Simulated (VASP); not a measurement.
Crystal: AlNi.

```
Ni Al
1.0
     2.88100    0.00000    0.00000
     0.00000    2.88100    0.00000
     0.00000    0.00000    2.88100
Ni Al
1 1
Direct
  0.50000 0.50000 0.50000
  0.00000 0.00000 0.00000
```

```yaml
Program: VASP 6.6.1
Task: relaxation of cell and atoms
Functional: PBEsol
Potentials_or_basis: VASP PAW PBE potentials, release 64 (Ni, Al)
Cutoff: 600 eV
k_mesh: 9 × 9 × 9
Occupations: fermi-dirac, width 0.05 eV
Spin: collinear spin, ferromagnetic start
Starting_moments: "[1.0, 0.0] μB"
```

At the start: pressure -3.0 GPa; volume 11.96 Å³/atom.

Task: Where does the relaxation end?

Result: Over 3 steps the energy falls by 2.4 meV/atom and the volume is 11.72 Å³/atom (-2.0 %); space group Pm-3m (No. 221, to 0.1 Å) before and after; moment 0.00 μB per cell.

The path:
```
step  energy change (eV)  largest force (eV/Å)  pressure (GPa)  volume (Å³)
   1              0.0000                0.0000           -2.95        23.91
   2             -0.0029                0.0000            2.25        23.16
   3             -0.0048                0.0000            0.12        23.43
```

Final structure:
```yaml
crystal:
  lattice:
    - [2.86158, 0.00000, 0.00000]
    - [0.00000, 2.86158, 0.00000]
    - [0.00000, 0.00000, 2.86158]
  atoms:
    - { symbol: Ni, position: [0.50000, 0.50000, 0.50000] }
    - { symbol: Al, position: [0.00000, 0.00000, 0.00000] }
```

Caveat: the PAW data sets were made with another functional, which shifts forces and pressure a little.
